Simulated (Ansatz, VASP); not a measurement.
**One calculation of W, two programs**

The input INCAR:

```
PREC     = Accurate       # precision mode
ENCUT    = 520            # plane-wave cutoff, eV
EDIFF    = 1E-6           # SCF threshold, eV
ISMEAR   = -1             # smearing method
SIGMA    = 0.03           # smearing width, eV
LREAL    = F              # projectors in reciprocal space
LASPH    = T              # aspherical terms in the spheres
NELM     = 100            # most SCF steps
ALGO     = Normal         # electronic algorithm
ISIF     = 2              # what is computed and relaxed
LWAVE    = F              # write WAVECAR
LCHARG   = F              # write CHGCAR
GGA      = PE             # functional
NBANDS   = 13             # bands
```

Contents of KPOINTS:

```
regular mesh
0
Gamma
  14 14 14
```

POSCAR

```
W
1.0
   -1.5653540000      1.5653540000      1.5973000000
    1.5653540000     -1.5653540000      1.5973000000
    1.5653540000      1.5653540000     -1.5973000000
W
1
Direct
    0.0000000000      0.0000000000      0.0000000000
```

Input for Ansatz:

```yaml
crystal:
  lattice:
    - [-1.565354, 1.565354, 1.5973]
    - [1.565354, -1.565354, 1.5973]
    - [1.565354, 1.565354, -1.5973]
  atoms:
    - { symbol: W, position: [0.0, 0.0, 0.0] }
kpoints:
  mp_grid: { grid: [14, 14, 14] }
scf:
  occupations: { method: fermi_dirac, width: 0.03 }
hamiltonian:
  xc: pbe
  pseudopotentials: { kind: all_electron, lapw: { basis_error: 0.001 } }
output:
  forces: true
  stress: true
  eigenvalues: true
```

Change from the starting cell: x and y stretched by -2 %, z held.

Alike in both runs: task single point; functional PBE; k mesh 14 × 14 × 14; occupations fermi-dirac, width 0.03 eV; no spin polarisation.

```csv
,VASP,Ansatz
version,VASP 6.6.1,Ansatz 0.2.0
potentials or method,"VASP PAW PBE potentials, release 64 (W_sv), cutoff 520 eV","all-electron LAPW, scalar-relativistic"
```

|  | VASP | Ansatz | Ansatz less VASP |
| --- | --- | --- | --- |
| pressure (GPa) | 10.7 | 10.1 | -0.57 |
| traceless stress, the component that is largest in VASP (GPa) | -3.14 | -3.10 | +0.043 |

Ansatz ran all-electron here, and VASP with PAW potentials.

Spin-orbit coupling is off throughout.
